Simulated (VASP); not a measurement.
BiRh, 4 atoms in the cell. The structure is hexagonal, space group P6_3/mmc (No. 194). The conventional cell has a = 4.132 Å, b = 4.132 Å, c = 5.694 Å, α = 90.00°, β = 90.00°, γ = 120.00°. Bi (site symmetry -6m2) has 6 Rh at 2.78 Å within 3.7 Å. Within 3.7 Å of Rh (site symmetry -3m) lie 6 Bi at 2.78 Å and 2 Rh at 2.85 Å. 

* Program: VASP 6.6.1
* Task: single point
* Functional: r2SCAN
* Potentials or basis: VASP PAW PBE potentials, release 64 (Bi_d, Rh_pv)
* Cutoff: 520 eV
* k mesh: 9 × 9 × 6
* Occupations: fermi-dirac, width 0.1 eV
* Spin: no spin polarisation
* Dipole correction: no
* Further INCAR settings: ALGO = Normal; EDIFF = 1e-06; NBANDS = 38

Potentials or basis: VASP PAW PBE potentials, release 64 (Bi_d, Rh_pv).

Run with:

```sh
$ cat potpaw_PBE.64/Bi_d/POTCAR potpaw_PBE.64/Rh_pv/POTCAR > POTCAR
$ cp INCAR.step1 INCAR
$ mpirun -np 1 vasp_std > vasp.out
$ cp INCAR.step2 INCAR
$ mpirun -np 1 vasp_std > vasp.out
```

Hardware: 1 thread of Oxide Virtual Turin-like Processor, with other jobs on the host.

Question: Estimate the wall time of this run.

Answer: It took 12 min on 1 thread of Oxide Virtual Turin-like Processor (shared host), peak memory 0.26 GiB. Counts: k points 48.
